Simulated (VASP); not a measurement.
A run of VASP 6.6.1 is set up as follows.

File POSCAR:

```
Si2Mo
1.0
   -1.6012334300      1.6012334300      3.9096811200
    1.6012334300     -1.6012334300      3.9096811200
    1.6012334300      1.6012334300     -3.9096811200
Si Mo
2 1
Direct
    0.3352927070      0.3352927070      0.0000000000
    0.6647072930      0.6647072930      0.0000000000
    0.0000000000      0.0000000000      0.0000000000
```

Contents of INCAR.step1:

```
SYSTEM = Si2Mo
ALGO = Normal ; EDIFF = 1E-4
ENCUT = 520 ; GGA = PE
ISMEAR = -1 ; LASPH = .TRUE.
LCHARG = .FALSE. ; LREAL = .FALSE.
LWAVE = .TRUE. ; NBANDS = 18
NELM = 100 ; PREC = Accurate
SIGMA = 0.1
```

INCAR.step2

```
SYSTEM = Si2Mo
ALGO = Normal ; EDIFF = 1E-6
ENCUT = 520 ; ISIF = 2
ISMEAR = -1 ; ISTART = 1
LASPH = .TRUE. ; LCHARG = .FALSE.
LMIXTAU = .TRUE. ; LREAL = .FALSE.
LWAVE = .FALSE. ; METAGGA = R2SCAN
NBANDS = 18 ; NELM = 100
PREC = Accurate ; SIGMA = 0.1
```

The input KPOINTS:

```
k-points
0
G
  13 13 13
  0 0 0
```

Potentials or basis: VASP PAW PBE potentials, release 64 (Si, Mo_sv).

The run is started by

```sh
$ cat potpaw_PBE.64/Si/POTCAR potpaw_PBE.64/Mo_sv/POTCAR > POTCAR
$ cp INCAR.step1 INCAR
$ mpirun -np 1 vasp_std > vasp.out
$ cp INCAR.step2 INCAR
$ mpirun -np 1 vasp_std > vasp.out
```

Problem. What does it give for the largest force?

Solution. 0.009 eV/Å.

Problem. Estimate the band gap on the k mesh.

Solution. Zero (bands 11 and 12 overlap by 0.89 eV).

Problem. Estimate the pressure.

Solution. 0.3 GPa.

Forces on the atoms (eV/Å):
```
Si   0.000  0.000 -0.009
Si   0.000  0.000  0.009
Mo   0.000  0.000  0.000
```

Caveat: the PAW data sets were made with another functional, which shifts forces and pressure a little.
